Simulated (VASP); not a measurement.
A run of VASP 6.6.1:

The input INCAR:

```
SYSTEM = WS2
PREC = Accurate ; ENCUT = 520
EDIFF = 1E-6 ; ISMEAR = 0
SIGMA = 0.05 ; LREAL = .False.
LASPH = .True. ; NELM = 60
ALGO = Normal ; ISIF = 2
LWAVE = .False. ; LCHARG = .False.
GGA = PS ; IVDW = 12
NBANDS = 20
```

File KPOINTS:

```
regular mesh
0
Gamma
  12 12 2
  0 0 0
```

POSCAR

```
WS2
1.0
    3.1239380587      0.0000000000      0.0000000000
   -1.5619690294      2.7054097187      0.0000000000
    0.0000000000      0.0000000000     16.9375357456
W S
1 2
Direct
    0.3333333333      0.6666666667      0.0020180381
    0.6569353598      0.3333333333      0.9013652059
    0.6763979736      0.3333333333      0.0870628629
```

Potentials or basis: VASP PAW PBE potentials, release 64 (W_sv, S).

The run is started by

```sh
$ cat potpaw_PBE.64/W_sv/POTCAR potpaw_PBE.64/S/POTCAR > POTCAR
$ mpirun -np 1 vasp_std > vasp.out
```

Hardware: 1 thread of Intel(R) Xeon(R) 6975P-C (Granite Rapids) (shared host).

Task: Estimate the wall time of this run.

Result: Run time: 4 min on 1 thread of Intel(R) Xeon(R) 6975P-C (Granite Rapids), on a shared host, peak memory 0.53 GiB. Counts: scf iterations 22, k points 148.
